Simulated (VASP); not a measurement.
The system is PtS2.

```xyz
6
Lattice="3.5432 0.0000 0.0000 -1.7716 3.0685 0.0000 0.0000 0.0000 10.0776" Properties=species:S:1:pos:R:3 pbc="T T T"
Pt    0.0000    0.0000    0.0000
Pt    0.0000    0.0000    5.0388
S     0.0000    2.0457    1.2597
S     1.7716    1.0228    3.7791
S     0.0000    2.0457    6.2985
S     1.7716    1.0228    8.8179
```

Base run:

* Program: VASP 6.6.1
* Functional: PBEsol
* Potentials or basis: VASP PAW PBE potentials, release 64 (Pt, S)
* Cutoff: 520 eV
* k mesh: 7 × 7 × 3
* Occupations: gaussian, width 0.05 eV
* Spin: collinear spin, ferromagnetic start
* Starting moments: [1.3, 1.3, 1.02, 1.02, 1.02, 1.02] μB
* Fixed moment: 8 μB
* Hubbard terms: Pt d U = 2.0 eV

Its results: pressure 14.7 GPa; net moment 8.00 μB per cell; largest force 1.242 eV/Å.

Question: The run is repeated on the same cell with these changes: fixed moment from 8 μB to none; moments at the start from [1.3, 1.3, 1.02, 1.02, 1.02, 1.02] to [4.0, 4.0, 0.0, 0.0, 0.0, 0.0]. What comes out?

Answer: Pressure -4.3 GPa; net moment 0.00 μB per cell; largest force 0.666 eV/Å.

Caveats: the PAW data sets were made with another functional, which shifts forces and pressure a little; the moment is held away from its start (some runs); the total moment is fixed, so each spin has its own Fermi level (some runs).
